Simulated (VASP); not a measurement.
# AlN in VASP: a series of runs, part 2 of 2

VASP 6.6.1. Earlier steps stand in the parts before.

### Step 3. Single point, PBE

This run uses another cell than the first one, of 10.63 Å³/atom, 1.031 times its volume.

INCAR reads:

```
SYSTEM = AlN
PREC = Accurate ; ENCUT = 520
EDIFF = 1E-6 ; ISMEAR = 0
SIGMA = 0.05 ; LREAL = .False.
LASPH = .True. ; NELM = 100
ALGO = Normal ; ISIF = 2
LWAVE = .False. ; LCHARG = .True.
GGA = PE ; LELF = .True.
LVHAR = .True. ; NBANDS = 16
```

KPOINTS reads:

```
Automatic mesh
0
Gamma
  12 12 7
  0 0 0
```

POSCAR reads:

```
AlN
1.0
    3.1285881360      0.0000000000      0.0000000000
   -1.5642940680      2.7094368037      0.0000000000
    0.0000000000      0.0000000000      5.0169550000
Al N
2 2
Direct
    0.6666666700      0.3333333300      0.4992870000
    0.3333333300      0.6666666700      0.9992870000
    0.6666666700      0.3333333300      0.8807130000
    0.3333333300      0.6666666700      0.3807130000
```

Potentials or basis: VASP PAW PBE potentials, release 64 (Al, N).

Command:

```console
cat potpaw_PBE.64/Al/POTCAR potpaw_PBE.64/N/POTCAR > POTCAR
mpirun -np 1 vasp_std > vasp.out
```

OUTCAR:

```text
SYSTEM = AlN
   PREC = Accurate
   ENCUT = 520
   EDIFF = 1E-6
   ISMEAR = 0
   LREAL = .False.
   LASPH = .True.
   NELM = 100
   ISIF = 2
   GGA = PE

 ion  position               nearest neighbor table
   1  0.667  0.333  0.499-   4 1.90   4 1.90   4 1.90   3 1.91   2 3.09   2 3.09   2 3.09   2 3.09
                             2 3.09   2 3.09
   2  0.333  0.667  0.999-   3 1.90   3 1.90   3 1.90   4 1.91   1 3.09   1 3.09   1 3.09   1 3.09
                             1 3.09   1 3.09
   3  0.667  0.333  0.881-   2 1.90   2 1.90   2 1.90   1 1.91
   4  0.333  0.667  0.381-   1 1.90   1 1.90   1 1.90   2 1.91

  LATTYP: Found a hexagonal cell.
 ALAT       =     3.1285881360
 C/A-ratio  =     1.6035843588

  Lattice vectors:

 A1 = (   3.1285881360,   0.0000000000,   0.0000000000)
 A2 = (  -1.5642940680,   2.7094368037,   0.0000000000)
 A3 = (   0.0000000000,   0.0000000000,   5.0169550000)

Analysis of symmetry for initial positions (statically):
=====================================================================
 Subroutine PRICEL returns:
 Original cell was already a primitive cell.

 Routine SETGRP: Setting up the symmetry group for a
 hexagonal supercell.

 Subroutine GETGRP returns: Found 12 space group operations
 (whereof  6 operations were pure point group operations)
 out of a pool of 24 trial point group operations.

The static configuration has the point symmetry C_3v.
 The point group associated with its full space group is C_6v.

Analysis of symmetry for dynamics (positions and initial velocities):
=====================================================================
 Subroutine PRICEL returns:
 Original cell was already a primitive cell.

 Routine SETGRP: Setting up the symmetry group for a
 hexagonal supercell.

 Subroutine GETGRP returns: Found 12 space group operations
 (whereof  6 operations were pure point group operations)
 out of a pool of 24 trial point group operations.

The dynamic configuration has the point symmetry C_3v.
 The point group associated with its full space group is C_6v.

 Subroutine INISYM returns: Found 12 space group operations
[... 121 lines left out ...]
     AMIX_MAG =   1.60;   BMIX_MAG =  1.00
  volume/ion in A,a.u.               =      10.63        71.75
  Fermi-wavevector in a.u.,A,eV,Ry     =   1.181841  2.233355 19.003903  1.396747
  Thomas-Fermi vector in A             =   2.318106
   LORBIT       =      0    0 simple, 1 ext, 2 COOP (PROOUT), +10 PAW based schemes
   GGA     = PE    functional components
   LHFCALC =     F    Hartree Fock is set to
   AEXX    =    0.0000 exact exchange contribution
   IVDW    =     0    specifies the selected vdW correction
   LEPSILON=     F    determine dielectric tensor
   LRPA    =     F    only Hartree local field effects (RPA)
 non-spin polarized calculation
 Gauss-broadening in eV      SIGMA  =   0.05
  energy-cutoff  :      520.00
  volume of cell :       42.53
 maximum number of plane-waves:      1164
 NGX is ok and might be reduce to    24

 number of electron      15.9999998 magnetization

 Free energy of the ion-electron system (eV)
  ---------------------------------------------------
  ext. energy  EPLUGINS =         0.00000000
  ---------------------------------------------------
  free energy    TOTEN  =       -29.78052445 eV

  energy without entropy =      -29.78052445  energy(sigma->0) =      -29.78052445

 E-fermi :   6.2297     XC(G=0): -10.8323

 val. band max:        5.9732610524   @ k =   0.0000   0.0000   0.0000
 cond. band min:      10.0299090352   @ k =   0.0000   0.0000   0.0000
 fundamental gap:      4.0566479828
 Fermi energy:         6.2296958570

 k-point     1 :       0.0000    0.0000    0.0000
  band No.  band energies     occupation
      1      -9.0988      2.00000
      2      -7.0135      2.00000
      3       0.0636      2.00000
      4       5.1322      2.00000
      5       5.1322      2.00000
      6       5.7742      2.00000
[... 433 lines left out ...]
      3       1.1730      2.00000
      4       2.0526      2.00000
      5       2.6430      2.00000
      6       4.2176      2.00000
[... 8 lines left out ...]
     15      18.1903      0.00000
     16      20.1375      0.00000

 [... further k-points ...]
[... 5 lines left out ...]
  --------------------------------------------------------------------------------------
  -------------------------------------------------------------------------------------
  Total       -0.0008289     -0.0008289     -0.0023248      0.0000000      0.0000000      0.0000000
  in kB       -0.0312277     -0.0312277     -0.0875855      0.0000000      0.0000000      0.0000000
  external PRESSURE =      -0.0500136 kB  Pullay stress =       0.0000000 kB

 VOLUME and BASIS-vectors are now :
 -----------------------------------------------------------------------------
  energy-cutoff  :      520.00
  volume of cell :       42.53
      direct lattice vectors                 reciprocal lattice vectors
     3.128588136  0.000000000  0.000000000     0.319632996  0.184540196  0.000000000
    -1.564294068  2.709436804  0.000000000     0.000000000  0.369080393  0.000000000
     0.000000000  0.000000000  5.016955000     0.000000000  0.000000000  0.199324092

 POSITION                                       TOTAL-FORCE (eV/Angst)
 -----------------------------------------------------------------------------------
      1.56429      0.90315      2.50490        -0.000000      0.000000     -0.003258
     -0.00000      1.80629      5.01338         0.000000     -0.000000     -0.003258
      1.56429      0.90315      4.41850        -0.000000      0.000000      0.003258
     -0.00000      1.80629      1.91002         0.000000     -0.000000      0.003258
 -----------------------------------------------------------------------------------
    total drift:                               -0.000009      0.000005      0.000521

  FREE ENERGIE OF THE ION-ELECTRON SYSTEM (eV)
  ---------------------------------------------------
  free  energy   TOTEN  =       -29.7805244475 eV

  energy  without entropy=      -29.7805244475  energy(sigma->0) =      -29.78052445
```

OSZICAR:

```text
N       E                     dE             d eps       ncg     rms          rms(c)
DAV:   1     0.417917655227E+02    0.41792E+02   -0.73101E+03  2432   0.896E+02
DAV:   2    -0.309341959612E+02   -0.72726E+02   -0.66661E+02  3456   0.186E+02
DAV:   3    -0.344393414749E+02   -0.35051E+01   -0.34937E+01  2968   0.421E+01
DAV:   4    -0.344612332359E+02   -0.21892E-01   -0.21890E-01  3088   0.379E+00
DAV:   5    -0.344615200141E+02   -0.28678E-03   -0.28678E-03  3064   0.437E-01    0.121E+01
DAV:   6    -0.297656956977E+02    0.46958E+01   -0.10688E+01  2904   0.236E+01    0.412E+00
DAV:   7    -0.297923002304E+02   -0.26605E-01   -0.65891E-01  2624   0.571E+00    0.292E+00
DAV:   8    -0.297851986957E+02    0.71015E-02   -0.62051E-02  2768   0.230E+00    0.621E-01
DAV:   9    -0.297799675957E+02    0.52311E-02   -0.12408E-02  3272   0.822E-01    0.252E-01
DAV:  10    -0.297806081924E+02   -0.64060E-03   -0.23741E-03  2664   0.306E-01    0.137E-01
DAV:  11    -0.297805214364E+02    0.86756E-04   -0.18316E-04  2928   0.104E-01    0.343E-02
DAV:  12    -0.297805246286E+02   -0.31922E-05   -0.12339E-05  2712   0.280E-02    0.718E-03
DAV:  13    -0.297805244475E+02    0.18110E-06   -0.44630E-06  2904   0.162E-02
   1 F= -.29780524E+02 E0= -.29780524E+02  d E =-.105714E-15
```

stdout:

```text
POSCAR found type information on POSCAR AlN
 POSCAR found :  2 types and       4 ions
 scaLAPACK will be used
 LDA part: xc-table for (Slater+PW92), standard interpolation
 POSCAR, INCAR and KPOINTS ok, starting setup
 FFT: planning ... GRIDC
 FFT: planning ... GRID_SOFT
 FFT: planning ... GRID
 WAVECAR not read
 entering main loop
```

It took 64 s on 1 thread of AMD EPYC 7R13, shared host; peak memory 0.15 GiB.

Results:

* Free energy: -29.7805 eV
* Pressure: 0.0 GPa
* Largest force: 0.003 eV/Å
* Band gap on the k mesh: 4.06 eV, direct

Forces in eV/Å, atoms in the order of the input:
```
Al   0.000  0.000 -0.003
Al   0.000  0.000 -0.003
N    0.000  0.000  0.003
N    0.000  0.000  0.003
```

A k mesh can miss the band edges. A hybrid or GW would open this gap; PBE tends to underestimate it.

### Step 4. Single point, PBE

This run uses another cell than the first one, of 10.95 Å³/atom, 1.062 times its volume.

INCAR reads:

```
PREC = Accurate ; ENCUT = 520
EDIFF = 1E-6 ; ISMEAR = 0
SIGMA = 0.05 ; LREAL = F
LASPH = T ; NELM = 100
ALGO = Normal ; ISIF = 2
LWAVE = F ; LCHARG = T
GGA = PE ; LELF = T
LVHAR = T ; NBANDS = 16
```

KPOINTS reads:

```
Automatic mesh
0
Gamma
  12 12 7
```

POSCAR reads:

```
AlN
1.0
    3.1595662708      0.0000000000      0.0000000000
   -1.5797831354      2.7362646554      0.0000000000
    0.0000000000      0.0000000000      5.0666310525
Al N
2 2
Direct
    0.6666666700      0.3333333300      0.4992870000
    0.3333333300      0.6666666700      0.9992870000
    0.6666666700      0.3333333300      0.8807130000
    0.3333333300      0.6666666700      0.3807130000
```

Command:

```console
cat potpaw_PBE.64/Al/POTCAR potpaw_PBE.64/N/POTCAR > POTCAR
mpirun -np 1 vasp_std > vasp.out
```

Run time: 81 s. Hardware: 1 thread of AMD EPYC 7R13, shared host; peak memory 0.15 GiB.

The run converged. Its results:

* Free energy: -29.7589 eV
* Pressure: -5.4 GPa
* Largest force: 0.007 eV/Å
* Band gap on the k mesh: 3.80 eV, direct

Forces in eV/Å, atoms in the order of the input:
```
Al   0.000  0.000  0.007
Al   0.000  0.000  0.007
N    0.000  0.000 -0.007
N    0.000  0.000 -0.007
```

Stress tensor (GPa, compression positive):
```
-5.55  0.00  0.00
 0.00 -5.55  0.00
 0.00  0.00 -5.20
```

Levels at points of the mesh, in eV from the valence-band top:
| k point | band 6 | band 7 | band 8 | band 9 | band 10 | band 11 |
| --- | --- | --- | --- | --- | --- | --- |
| (0.00, 0.00, 0.00) | -0.19 | -0.19 | 0.00 | 3.80 | 6.27 | 10.23 |
| (0.50, 0.00, 0.00) | -2.01 | -1.70 | -0.67 | 5.67 | 5.70 | 7.78 |

A k mesh can miss the band edges. Expect the measured gap to be larger: semilocal functionals such as PBE lack the derivative discontinuity.

### Step 5. Single point, PBE

This run uses another cell than the first one, of 10.63 Å³/atom, 1.031 times its volume.

INCAR reads:

```
  PREC = Accurate
  ENCUT = 520
  EDIFF = 1E-6
  ISMEAR = 0
  SIGMA = 0.05
  LREAL = False
  LASPH = True
  NELM = 100
  ALGO = Normal
  ISIF = 2
  LWAVE = False
  LCHARG = False
  GGA = PE
  NBANDS = 16
```

KPOINTS is that of step 4.

POSCAR reads:

```
AlN
1.0
    3.1285881360      0.0000000000      0.0000000000
   -1.5642940680      2.7094368037      0.0000000000
    0.0000000000      0.0000000000      5.0169550000
Al N
2 2
Direct
    0.6666666700      0.3333333300      0.5192194092
    0.3333333300      0.6666666700      0.9992870000
    0.6666666700      0.3333333300      0.8807130000
    0.3333333300      0.6666666700      0.3807130000
```

Potentials or basis: VASP PAW PBE potentials, release 64 (Al, N).

Command:

```console
cat potpaw_PBE.64/Al/POTCAR potpaw_PBE.64/N/POTCAR > POTCAR
mpirun -np 1 vasp_std > vasp.out
```

OUTCAR:

```text
PREC = Accurate
   ENCUT = 520
   EDIFF = 1E-6
   ISMEAR = 0
   LREAL = False
   LASPH = True
   NELM = 100
   ISIF = 2
   GGA = PE

 ion  position               nearest neighbor table
   1  0.667  0.333  0.519-   3 1.81   4 1.94   4 1.94   4 1.94   2 3.01   2 3.01   2 3.01   2 3.17
                             2 3.17   2 3.17
   2  0.333  0.667  0.999-   3 1.90   3 1.90   3 1.90   4 1.91   1 3.01   1 3.01   1 3.01   1 3.17
                             1 3.17   1 3.17
   3  0.667  0.333  0.881-   1 1.81   2 1.90   2 1.90   2 1.90
[... 659 lines left out ...]
  --------------------------------------------------------------------------------------
  -------------------------------------------------------------------------------------
  Total       -0.4198716     -0.4198716      1.5051226      0.0000000      0.0000000      0.0000000
  in kB      -15.8182888    -15.8182888     56.7041485      0.0000000      0.0000000      0.0000000
  external PRESSURE =       8.3558570 kB  Pullay stress =       0.0000000 kB

 VOLUME and BASIS-vectors are now :
 -----------------------------------------------------------------------------
  energy-cutoff  :      520.00
  volume of cell :       42.53
      direct lattice vectors                 reciprocal lattice vectors
     3.128588136  0.000000000  0.000000000     0.319632996  0.184540196  0.000000000
    -1.564294068  2.709436804  0.000000000     0.000000000  0.369080393  0.000000000
     0.000000000  0.000000000  5.016955000     0.000000000  0.000000000  0.199324092

 POSITION                                       TOTAL-FORCE (eV/Angst)
 -----------------------------------------------------------------------------------
      1.56429      0.90315      2.60490         0.000000      0.000000     -2.462096
     -0.00000      1.80629      5.01338         0.000000      0.000000      0.836196
      1.56429      0.90315      4.41850         0.000000      0.000000      0.961162
     -0.00000      1.80629      1.91002        -0.000000     -0.000000      0.664738
 -----------------------------------------------------------------------------------
    total drift:                               -0.000000      0.000000      0.000529

  FREE ENERGIE OF THE ION-ELECTRON SYSTEM (eV)
  ---------------------------------------------------
  free  energy   TOTEN  =       -29.6647628726 eV

  energy  without entropy=      -29.6647628726  energy(sigma->0) =      -29.66476287
```

stdout:

```text
POSCAR found type information on POSCAR AlN
 POSCAR found :  2 types and       4 ions
 scaLAPACK will be used
 LDA part: xc-table for (Slater+PW92), standard interpolation
 POSCAR, INCAR and KPOINTS ok, starting setup
 FFT: planning ... GRIDC
 FFT: planning ... GRID_SOFT
 FFT: planning ... GRID
 WAVECAR not read
 entering main loop
```

Wall time 97 s (1 thread of AMD EPYC 7R13, shared host); peak memory 0.17 GiB.

What came out:

- Free energy: -29.6648 eV
- Pressure: 0.8 GPa
- Largest force: 2.462 eV/Å
- Band gap on the k mesh: 3.92 eV, direct

Forces on the atoms (eV/Å):
```
Al   0.000  0.000 -2.462
Al   0.000  0.000  0.836
N    0.000  0.000  0.961
N    0.000  0.000  0.665
```

Caveat: forces of over 1 eV/Å act on the atoms, so gaps and moduli don't describe the material at rest.

### Step 6. Summary

```csv
cell,gap on the mesh (eV),pressure (GPa),largest force (eV/Å)
"a = 3.097, b = 3.097, c = 4.966 Å, angles 90.0, 90.0, 120.0°, 4 atoms",4.33,6.3,0.01
"a = 3.129, b = 3.129, c = 5.017 Å, angles 90.0, 90.0, 120.0°, 4 atoms",3.92,0.8,2.46
"a = 3.160, b = 3.160, c = 5.067 Å, angles 90.0, 90.0, 120.0°, 4 atoms",3.80,-5.4,0.01
```

Some of these runs hold the atoms at other places in the same cell, which the table doesn't show; runs alike in all that it shows share one row.

Alike in all rows: task single point; level PBE; potentials or basis VASP PAW PBE potentials, release 64 (Al, N); no spin polarisation; k mesh 12 × 12 × 7; cutoff (eV) 520; smearing gaussian 0.05 eV.

Caveats: forces of over 1 eV/Å act on the atoms, so gaps and moduli don't describe the material at rest (some runs).

Total energies depend on the potentials used, so only differences within one code and one set of settings carry meaning.
